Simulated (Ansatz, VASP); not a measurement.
**Two plane-wave programs on CoO**

```
Co O
1.0
     1.50547    0.86918    2.43993
    -1.50547    0.86918    2.43993
     0.00000   -1.73837    2.43993
Co O
1 1
Cartesian
  0.0000 0.0000 0.0000
  0.0000 0.0000 3.6599
```

Alike in both runs: task single point; functional PBE; k mesh 6 × 6 × 6; occupations gaussian, width 0.1 eV; collinear spin.

|  | VASP | Ansatz |
| --- | --- | --- |
| version | VASP 6.6.1 | Ansatz 0.2.0 |
| potentials or method | VASP PAW PBE potentials, release 64 (Co, O), cutoff 600 eV | scalar-relativistic, plane waves, PAW |
| valence electrons in the cell | 15 | 23 |

|  | VASP | Ansatz | Ansatz less VASP |
| --- | --- | --- | --- |
| gap on the k mesh at the Fermi level (eV) | none | none | - |
| pressure (GPa) | -2.4 | -1.6 | +0.81 |
| traceless stress, the component that is largest in VASP (GPa) | -0.32 | -0.36 | -0.043 |
| net moment per atom (μB) | 1.37 | 1.38 | +0.015 |
| size of the moment on the site where the two differ most (μB) | 2.44 | 2.38 | -0.062 |

Site moments also hang on the region over which each program counts them. A gap of «none» marks a metal or a gap that the smearing closes. VASP's potentials hold 15 valence electrons a cell and Ansatz's 23, so a difference there can come from the potentials and not from the codes.

The k mesh is coarse, so the values compare programs but aren't converged.
